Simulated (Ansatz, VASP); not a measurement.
## Two plane-wave programs on Al32H

```
Al H
1.0
     8.10000    0.00000    0.00000
     0.00000    8.10000    0.00000
     0.00000    0.00000    8.10000
Al H
32 1
Direct
  0.50035 0.00021 0.00039
  0.74997 0.24989 0.99434
  0.74997 0.99375 0.24999
  0.99950 0.00022 0.00041
  0.24991 0.24985 0.99854
  0.50038 0.49933 0.00043
  0.74995 0.74974 0.99851
  0.24992 0.99844 0.24998
  0.49420 0.24990 0.24999
  0.74996 0.50507 0.24999
  0.50035 0.00021 0.49956
  0.74997 0.24989 0.50551
  0.74996 0.99845 0.74997
  0.99946 0.49931 0.00043
  0.24994 0.74982 0.99901
  0.00539 0.24989 0.24999
  0.24990 0.50128 0.24998
  0.49849 0.74975 0.24998
  0.99949 0.00022 0.49953
  0.24991 0.24985 0.50143
  0.50038 0.49932 0.49951
  0.74995 0.74973 0.50145
  0.24994 0.99888 0.74998
  0.49851 0.24986 0.74997
  0.74995 0.50127 0.74996
  0.00142 0.74973 0.24998
  0.99946 0.49931 0.49952
  0.24994 0.74982 0.50096
  0.00140 0.24985 0.74997
  0.24994 0.50086 0.74998
  0.49898 0.74982 0.74998
  0.00094 0.74982 0.74998
  0.74909 0.24742 0.24967
```

Alike in both runs: functional PBE; dispersion D3(BJ); k mesh 3 × 3 × 3; occupations fermi-dirac, width 0.15 eV; no spin polarisation.

Ansatz relaxed the structure, and its values are those at the end. VASP's run is a single point on that final structure, the one shown.

|  | VASP | Ansatz |
| --- | --- | --- |
| version | VASP 6.6.1 | Ansatz 0.2.0 |
| potentials or method | VASP PAW PBE potentials, release 64 (Al, H), cutoff 520 eV | scalar-relativistic, plane waves, PAW |
| valence electrons in the cell | 97 | 97 |

|  | VASP | Ansatz | Ansatz less VASP |
| --- | --- | --- | --- |
| rms of the force components (eV/Å) | 0.003 | 0.002 | -0.0011 |
